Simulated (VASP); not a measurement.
Write the native input for VASP 6.6.1 that does the following.

```
Task                   : single point
Functional             : LDA
Potentials or basis    : VASP PAW LDA potentials, release 64 (Pb_d)
Cutoff                 : 520 eV
k mesh                 : 8 × 8 × 11
Occupations            : fermi-dirac, width 0.1 eV
Spin                   : no spin polarisation
Dipole correction      : no
Further INCAR settings : ALGO = Normal; EDIFF = 1e-06; NBANDS = 28
```

The structure of Pb lies in POSCAR:

```
Pb
1.0
    5.7130456840      0.0000000000      0.0000000000
   -2.8565228420      4.9476426953      0.0000000000
    0.0000000000      0.0000000000      3.4710006053
Pb
3
Direct
    0.0000000000      1.0000000000      0.0000000000
    0.3333333333      0.6666666667      0.5000000000
    0.6666666667      0.3333333333      0.5000000000
```

This cell differs from its parent crystal: volume scaled by 1.12.

The input as run:

INCAR

```
PREC     = Accurate       # precision mode
ENCUT    = 520            # plane-wave cutoff, eV
EDIFF    = 1E-6           # SCF threshold, eV
ISMEAR   = -1             # smearing method
SIGMA    = 0.1            # smearing width, eV
LREAL    = False          # projectors in reciprocal space
LASPH    = True           # aspherical terms in the spheres
NELM     = 80             # most SCF steps
ALGO     = Normal         # electronic algorithm
ISIF     = 2              # what is computed and relaxed
LWAVE    = False          # write WAVECAR
LCHARG   = False          # write CHGCAR
GGA      = CA             # functional
NBANDS   = 28             # bands
```

KPOINTS

```
regular mesh
0
Gamma
  8 8 11
```

Potentials or basis: VASP PAW LDA potentials, release 64 (Pb_d).

Command:

```bash
$ cat potpaw_LDA.64/Pb_d/POTCAR > POTCAR
$ mpirun -np 1 vasp_std > vasp.out
```

Results of the run:

| Quantity | Value |
| --- | --- |
| Pressure | -4.4 GPa |
| Band gap on the k mesh | zero (band 21 reaches 7.76 eV, above the bottom of band 22 at 4.35 eV) |

Caveat: spin-orbit coupling is left out, which moves the levels of the heavy elements.

Wall time 54 s on 1 thread of Intel(R) Xeon(R) 6975P-C (Granite Rapids), with other jobs on the host, peak memory 0.25 GiB.
